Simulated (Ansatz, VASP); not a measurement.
LiCl in VASP and in Ansatz

File INCAR:

```
PREC = Accurate ; ENCUT = 520
EDIFF = 1E-6 ; ISMEAR = 0
SIGMA = 0.05 ; LREAL = F
LASPH = T ; NELM = 80
ALGO = Normal ; ISIF = 2
LWAVE = F ; LCHARG = F
GGA = PE ; NBANDS = 12
```

File KPOINTS:

```
Automatic mesh
0
Gamma
  8 8 8
```

The input POSCAR:

```
LiCl
1.0
    0.0000000000      2.5647600000      2.6673504000
    2.5647600000      0.0000000000      2.6673504000
    2.5647600000      2.5647600000      0.0000000000
Li Cl
1 1
Direct
    0.0000000000      0.0000000000      0.0000000000
    0.5000000000      0.5000000000      0.5000000000
```

Input for Ansatz:

```yaml
crystal:
  lattice:
    - [0.0, 2.56476, 2.6673504]
    - [2.56476, 0.0, 2.6673504]
    - [2.56476, 2.56476, 0.0]
  atoms:
    - { symbol: Li, position: [0.0, 0.0, 0.0] }
    - { symbol: Cl, position: [0.5, 0.5, 0.5] }
basis:
  ecutwfc: 420
kpoints:
  mp_grid: { grid: [8, 8, 8] }
hamiltonian:
  xc: pbe
scf:
  occupations: { method: gaussian, width: 0.05 }
output:
  forces: true
  stress: true
  eigenvalues: true
```

Change from the starting cell: strain +0.000 along x and y, +0.040 along z, atoms carried along.

Alike in both runs: task single point; functional PBE; k mesh 8 × 8 × 8; occupations gaussian, width 0.05 eV; no spin polarisation.

```csv
,VASP,Ansatz
version,VASP 6.6.1,Ansatz 0.2.0
potentials or method,"VASP PAW PBE potentials, release 64 (Li_sv, Cl), cutoff 520 eV","scalar-relativistic, plane waves, PAW"
valence electrons in the cell,10,10
```

```tsv
	VASP	Ansatz	Ansatz less VASP
gap on the k mesh at the Fermi level (eV)	6.06	6.05	-0.012
least direct gap on the mesh (eV)	6.06	6.05	-0.012
```

The functional is the same, so the differences come from potentials, cutoffs and numerics.

Noted on VASP's run: the cutoff is short for stress, so the pressure is rough.
